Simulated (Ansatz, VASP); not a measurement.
## Ta: VASP beside Ansatz

The input POSCAR:

```
Ta
1.0
    0.0000000000      2.0859058039      2.0859058039
    2.0859058039      0.0000000000      2.0859058039
    2.0859058039      2.0859058039      0.0000000000
Ta
1
Direct
    0.0000000000      0.0000000000      0.0000000000
```

Contents of INCAR.step1:

```
SYSTEM = Ta
PREC = Accurate
ENCUT = 550
ISMEAR = 0
SIGMA = 0.1
LREAL = .FALSE.
LASPH = .TRUE.
NELM = 120
NBANDS = 12
GGA = PE
ALGO = Normal
EDIFF = 1E-5
LWAVE = .TRUE.
LCHARG = .FALSE.
GGA_COMPAT = .FALSE.
```

File INCAR.step2:

```
SYSTEM = Ta
PREC = Accurate
ENCUT = 550
EDIFF = 1E-6
ISMEAR = 0
SIGMA = 0.1
LREAL = .FALSE.
LASPH = .TRUE.
NELM = 120
ALGO = Normal
ISIF = 2
LWAVE = .FALSE.
LCHARG = .FALSE.
METAGGA = R2SCAN
LMIXTAU = .TRUE.
NBANDS = 12
ISTART = 1
GGA_COMPAT = .FALSE.
```

Contents of KPOINTS:

```
regular mesh
0
G
  8 8 8
  0 0 0
```

Input for Ansatz:

```yaml
crystal:
  lattice:
    - [0.0, 2.0859058039, 2.0859058039]
    - [2.0859058039, 0.0, 2.0859058039]
    - [2.0859058039, 2.0859058039, 0.0]
  atoms:
    - { symbol: Ta, position: [0.0, 0.0, 0.0] }
basis:
  ecutwfc: 500
kpoints:
  mp_grid: { grid: [8, 8, 8] }
hamiltonian:
  xc: r2scan
scf:
  occupations: { method: gaussian, width: 0.1 }
output:
  forces: true
  stress: true
  eigenvalues: true
```

Alike in both runs: task single point; functional r2SCAN; k mesh 8 × 8 × 8; occupations gaussian, width 0.1 eV; no spin polarisation.

|  | VASP | Ansatz |
| --- | --- | --- |
| version | VASP 6.6.1 | Ansatz 0.2.0 |
| potentials or method | VASP PAW PBE potentials, release 64 (Ta_pv), cutoff 550 eV | scalar-relativistic, plane waves, PAW |
| valence electrons in the cell | 11 | 13 |

Ansatz gave:

| Property | Result |
| --- | --- |
| gap on the k mesh at the Fermi level (eV) | none |
| pressure (GPa) | 7.0 |

Task: Estimate VASP's values.

Result: gap on the k mesh at the Fermi level (eV): none; pressure (GPa): 7.6.

VASP's potentials were made for PBE, not for r2SCAN. A gap of «none» marks a metal or a gap that the smearing closes. VASP's potentials hold 11 valence electrons a cell and Ansatz's 13, so a difference there can come from the potentials and not from the codes.

Spin-orbit coupling is off throughout.
